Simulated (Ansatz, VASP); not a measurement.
# Two plane-wave programs on Te2S3

```
Te S
1.0
     2.01184    1.16153    9.32588
    -2.01184    1.16153    9.32588
     0.00000   -2.32307    9.32588
Te S
2 3
Direct
  0.40000 0.40000 0.40000
  0.60000 0.60000 0.60000
  0.00000 0.00000 0.00000
  0.20950 0.20950 0.20950
  0.79050 0.79050 0.79050
```

Alike in both runs: task single point; functional r2SCAN; k mesh 6 × 6 × 6; occupations gaussian, width 0.1 eV; no spin polarisation.

```csv
,VASP,Ansatz
version,VASP 6.6.1,Ansatz 0.2.0
potentials or method,"VASP PAW PBE potentials, release 64 (Te, S), cutoff 520 eV","scalar-relativistic, plane waves, PAW"
valence electrons in the cell,30,50
```

VASP gave:

* gap on the k mesh at the Fermi level (eV): none
* pressure (GPa): -4.9
* traceless stress, the component that is largest in VASP (GPa): -2.28
* rms of the force components (eV/Å): 0.262

Problem. Estimate Ansatz's values.

Solution. gap on the k mesh at the Fermi level (eV): none; pressure (GPa): -4.8; traceless stress, the component that is largest in VASP (GPa): -2.27; rms of the force components (eV/Å): 0.258.

VASP's potentials were made for PBE, not for r2SCAN. Atom by atom the forces differ by 0.006 eV/Å (rms over components). A gap of «none» marks a metal or a gap that the smearing closes. VASP's potentials hold 30 valence electrons a cell and Ansatz's 50, so a difference there can come from the potentials and not from the codes.

Spin-orbit coupling is off throughout.
